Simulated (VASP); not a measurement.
A run of VASP 6.6.1 is set up as follows.

Contents of INCAR:

```
SYSTEM = Mo16H
PREC = Accurate
ENCUT = 520
EDIFF = 1E-6
ISMEAR = 1
SIGMA = 0.1
LREAL = Auto
LASPH = .True.
NELM = 60
ALGO = Normal
ISIF = 2
LWAVE = .False.
LCHARG = .True.
GGA = PE
LELF = .True.
LVHAR = .True.
NBANDS = 126
```

The input KPOINTS:

```
Automatic mesh
0
Gamma
  3 3 3
  0 0 0
```

The input POSCAR:

```
Mo16H
1.0
    6.3226243300      0.0000000000      0.0000000000
    0.0000000000      6.3226243300      0.0000000000
    0.0000000000      0.0000000000      6.3226243300
Mo H
16 1
Direct
   -0.0027550269     -0.0009513455     -0.0001935905
    0.2516096034      0.2455915327      0.2328382841
   -0.0011499972      0.0025965484      0.4998231486
    0.2516121340      0.2455856807      0.7668059570
   -0.0012100988      0.5027404499     -0.0001946976
    0.2495890816      0.7522196088      0.2484525283
   -0.0098150699      0.5089149429      0.4998136589
    0.2495893980      0.7522216649      0.7511754221
    0.5028559083     -0.0013426387     -0.0001926415
    0.7497448453      0.2520322127      0.2486606697
    0.5005698322      0.0008782745      0.4998190364
    0.7497402586      0.2520333198      0.7509658572
    0.5014666117      0.5034385777     -0.0001923252
    0.7487811632      0.7536750171      0.2487028990
    0.4994854724      0.5031730234      0.4998147660
    0.7487797397      0.7536724865      0.7509288473
    0.2255897117      0.3402237564      0.4998248884
```

Potentials or basis: VASP PAW PBE potentials, release 64 (Mo_sv, H).

Launch:

```sh
$ cat potpaw_PBE.64/Mo_sv/POTCAR potpaw_PBE.64/H/POTCAR > POTCAR
$ mpirun -np 1 vasp_std > vasp.out
```

Estimate the band gap on the k mesh.

zero (an odd number of electrons rules out a gap without spin polarisation).

Predict the pressure.

3.5 GPa.

Estimate the largest force.

0.429 eV/Å.

Stress tensor (GPa, compression positive):
```
 2.41 -0.49  0.00
-0.49  2.82  0.00
 0.00  0.00  5.26
```
